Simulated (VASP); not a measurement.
Here is a VASP 6.6.1 calculation.

File INCAR:

```
SYSTEM = Ge
  ALGO = Fast
  EDIFF = 1E-6
  ENCUT = 520
  GGA = PS
  ISIF = 2
  ISMEAR = 0
  LASPH = .TRUE.
  LCHARG = .FALSE.
  LREAL = .FALSE.
  LWAVE = .FALSE.
  NBANDS = 66
  NELM = 60
  PREC = Accurate
  SIGMA = 0.15
```

Contents of KPOINTS:

```
k-points
0
G
  9 9 9
  0 0 0
```

The input POSCAR:

```
Ge
1.0
    5.0470000000      2.9138868086      1.8355333333
   -5.0470000000      2.9138868086      1.8355333333
    0.0000000000     -5.8277736172      1.8355333333
Ge
8
Direct
    0.7160166262      0.7160166262      0.7160166262
    0.2839833738      0.2839833738      0.2839833738
    0.0302911486      0.7262027915      0.5337905696
    0.5337905696      0.0302911486      0.7262027915
    0.7262027915      0.5337905696      0.0302911486
    0.9697088514      0.2737972085      0.4662094304
    0.4662094304      0.9697088514      0.2737972085
    0.2737972085      0.4662094304      0.9697088514
```

Potentials or basis: VASP PAW PBE potentials, release 64 (Ge_d).

Run with:

```sh
$ cat potpaw_PBE.64/Ge_d/POTCAR > POTCAR
$ mpirun -np 1 vasp_std > vasp.out
```

Question: Predict the largest force.

Answer: 1.077 eV/Å.

Question: Predict the band gap on the k mesh.

Answer: Zero (bands 56 and 57 overlap by 0.41 eV).

Stress tensor (GPa, compression positive):
```
-2.48  0.00  0.00
 0.00 -2.48  0.00
 0.00  0.00  9.64
```

Caveat: semilocal functionals underestimate gaps, so a narrow gap can read as zero; the PAW data sets were made with another functional, which shifts forces and pressure a little.
